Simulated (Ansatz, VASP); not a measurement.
**One calculation of AlRu, two programs**

Contents of INCAR:

```
PREC = Accurate
ENCUT = 520
EDIFF = 1E-6
ISMEAR = 0
SIGMA = 0.15
LREAL = False
LASPH = True
NELM = 60
ALGO = Normal
ISIF = 2
LWAVE = False
LCHARG = False
GGA = PS
NBANDS = 16
```

File KPOINTS:

```
Automatic mesh
0
Gamma
  20 20 20
```

Contents of POSCAR:

```
AlRu
1.0
    3.0210539391      0.0000000000      0.0000000000
    0.0000000000      3.0210539391      0.0000000000
    0.0000000000      0.0000000000      3.0210539391
Al Ru
1 1
Direct
    0.0000000000      0.0000000000      0.0000000000
    0.5000000000      0.5000000000      0.5000000000
```

Input for Ansatz:

```yaml
crystal:
  lattice:
    - [3.0210539391, 0.0, 0.0]
    - [0.0, 3.0210539391, 0.0]
    - [0.0, 0.0, 3.0210539391]
  atoms:
    - { symbol: Al, position: [0.0, 0.0, 0.0] }
    - { symbol: Ru, position: [0.5, 0.5, 0.5] }
basis:
  ecutwfc: 420
kpoints:
  mp_grid: { grid: [20, 20, 20] }
hamiltonian:
  xc: pbesol
scf:
  occupations: { method: gaussian, width: 0.15 }
output:
  forces: true
  stress: true
  eigenvalues: true
```

Change from the starting cell: strain +0.015 along x and y, +0.015 along z, atoms carried along.

Alike in both runs: task single point; functional PBEsol; k mesh 20 × 20 × 20; occupations gaussian, width 0.15 eV; no spin polarisation.

|  | VASP | Ansatz |
| --- | --- | --- |
| version | VASP 6.6.1 | Ansatz 0.2.0 |
| potentials or method | VASP PAW PBE potentials, release 64 (Al, Ru_pv), cutoff 520 eV | scalar-relativistic, plane waves, PAW |
| valence electrons in the cell | 17 | 19 |

```tsv
	VASP	Ansatz	Ansatz less VASP
gap on the k mesh at the Fermi level (eV)	none	none	-
pressure (GPa)	-8.9	-8.9	-0.04
```

VASP's potentials were made for PBE, not for PBEsol. A gap of «none» marks a metal or a gap that the smearing closes. The functional is the same, so the differences come from potentials, cutoffs and numerics. VASP's potentials hold 17 valence electrons a cell and Ansatz's 19, so a difference there can come from the potentials and not from the codes.
